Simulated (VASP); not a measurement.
Write the native input for VASP 6.6.1 that does the following.

```yaml
Task: single point
Functional: LDA
Potentials_or_basis: VASP PAW LDA potentials, release 64 (V_sv)
Cutoff: 500 eV
k_mesh: 20 × 20 × 20
Occupations: gaussian, width 0.05 eV
Spin: collinear spin, ferromagnetic start
Starting_moments: "[1.0] μB"
Dipole_correction: no
Further_INCAR_settings: ALGO = Normal; EDIFF = 1e-06; NBANDS = 16
```

The structure of V lies in POSCAR:

```
V
1.0
   -1.5143500000      1.5143500000      1.5143500000
    1.5143500000     -1.5143500000      1.5143500000
    1.5143500000      1.5143500000     -1.5143500000
V
1
Direct
    0.0000000000      0.0000000000      0.0000000000
```

One way to write it, as run:

INCAR

```
SYSTEM = V
  PREC = Accurate
  ENCUT = 500
  EDIFF = 1E-6
  ISMEAR = 0
  SIGMA = 0.05
  LREAL = .False.
  LASPH = .True.
  NELM = 200
  ALGO = Normal
  ISIF = 2
  LWAVE = .False.
  LCHARG = .True.
  ISPIN = 2
  MAGMOM = 1
  LORBIT = 11
  LMAXMIX = 4
  LELF = .True.
  LVHAR = .True.
  NBANDS = 16
  GGA_COMPAT = .False.
```

KPOINTS

```
regular mesh
0
Gamma
  20 20 20
  0 0 0
```

Potentials or basis: VASP PAW LDA potentials, release 64 (V_sv).

Run with:

```console
$ cat potpaw_LDA.64/V_sv/POTCAR > POTCAR
$ mpirun -np 1 vasp_std > vasp.out
```

Results of the run:

- Pressure: -17.6 GPa
- Net moment: 0.00 μB per cell
- Valence electrons inside the program's atomic spheres: V 11.62

Caveat: the cell stands under tension.

Wall time 100 s on 1 thread of Intel Xeon 8259CL, with other jobs on the host, peak memory 0.19 GiB.
